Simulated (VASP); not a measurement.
Y:

```
Y
1.0
     3.58134    0.00000    0.00000
    -1.79067    3.10154    0.00000
     0.00000    0.00000    8.27994
Y
3
Direct
  0.33333 0.66667 0.81010
  0.00000 0.00000 0.50000
  0.66667 0.33333 0.18990
```

```yaml
Program: VASP 6.6.1
Task: relaxation of cell and atoms
Functional: PBE
Potentials_or_basis: VASP PAW PBE potentials, release 64 (Y_sv)
Cutoff: 600 eV
k_mesh: 6 × 6 × 2
Occupations: gaussian, width 0.1 eV
Spin: no spin polarisation
```

At the start: pressure 3.0 GPa; volume 30.66 Å³/atom.

**Question.** How do energy, volume and symmetry change on relaxing?

**Answer.** Over 11 steps the energy falls by 97.8 meV/atom and the volume is 32.19 Å³/atom (+5.0 %); space group P-3m1 (No. 164, to 0.1 Å) before, Fm-3m (No. 225, to 0.1 Å).

The path:
```csv
step,energy change (eV),largest force (eV/Å),pressure (GPa),volume (Å³)
1,0.0000,1.0792,3.05,91.97
2,-0.1921,0.5473,-0.88,99.87
3,-0.1950,0.4928,-1.25,100.93
4,-0.2393,0.3867,-0.40,98.30
5,-0.2513,0.2990,0.40,96.24
6,-0.2743,0.2129,0.22,96.39
7,-0.2884,0.1635,-0.03,96.74
8,-0.2927,0.0097,-0.01,96.61
9,-0.2929,0.0167,-0.01,96.64
10,-0.2929,0.0268,-0.01,96.64
11,-0.2934,0.0095,0.02,96.58
```

Final structure:
```
CELL_PARAMETERS angstrom
3.58116 0.00000 0.00000
-1.79058 3.10137 0.00000
0.00000 0.00000 8.69564
ATOMIC_POSITIONS crystal
Y 0.33333 0.66667 0.83353
Y 0.00000 0.00000 0.50000
Y 0.66667 0.33333 0.16647
```

Caveat: the k points lie up to 0.36 Å⁻¹ apart in the final cell, too coarse for converged energies and pressures of a metal.
